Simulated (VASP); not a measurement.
Here is a VASP 6.6.1 calculation.

Contents of INCAR:

```
SYSTEM = Bi3SbO3
PREC = Accurate
ENCUT = 520
EDIFF = 1E-6
ISMEAR = 0
SIGMA = 0.2
LREAL = .FALSE.
LASPH = .TRUE.
NELM = 80
ALGO = Normal
ISIF = 2
LWAVE = .FALSE.
LCHARG = .TRUE.
GGA = PE
LELF = .TRUE.
LVHAR = .TRUE.
NBANDS = 43
```

File KPOINTS:

```
regular mesh
0
G
  6 6 2
  0 0 0
```

File POSCAR:

```
Bi3SbO3
1.0
    4.3541189160     -0.0013630452      0.0987095659
    0.0016810229      3.6644020941      0.0019231894
    0.2705339893     -0.0040851413      9.5507224335
Sb Bi O
1 3 3
Direct
    0.0173128590     -0.0001006936      0.2913874877
    0.5530731771      0.4999983917      0.9937746095
    0.0104557094      0.0000792890      0.7287641044
    0.6121823012      0.4999944052      0.4819022166
    0.5318380070      0.0000981678      0.8361023389
    0.0068298430      0.4999781464      0.8769870910
   -0.2316918965     -0.0000477065      0.1179831518
```

Potentials or basis: VASP PAW PBE potentials, release 64 (Sb, Bi_d, O).

Command:

```sh
$ cat potpaw_PBE.64/Sb/POTCAR potpaw_PBE.64/Bi_d/POTCAR potpaw_PBE.64/O/POTCAR > POTCAR
$ mpirun -np 1 vasp_std > vasp.out
```

Estimate the largest force.

0.051 eV/Å.

What does it give for the band gap on the k mesh?

Zero (band 34 reaches 8.01 eV, above the bottom of band 35 at 6.35 eV).

Forces on the atoms (eV/Å):
```
Sb   0.015  0.000  0.009
Bi  -0.049  0.000  0.014
Bi   0.037  0.000 -0.015
Bi  -0.003  0.000  0.011
O   -0.026 -0.001 -0.029
O    0.020  0.000 -0.002
O    0.005  0.000  0.012
```

Caveat: spin-orbit coupling is left out, which moves the levels of the heavy elements.
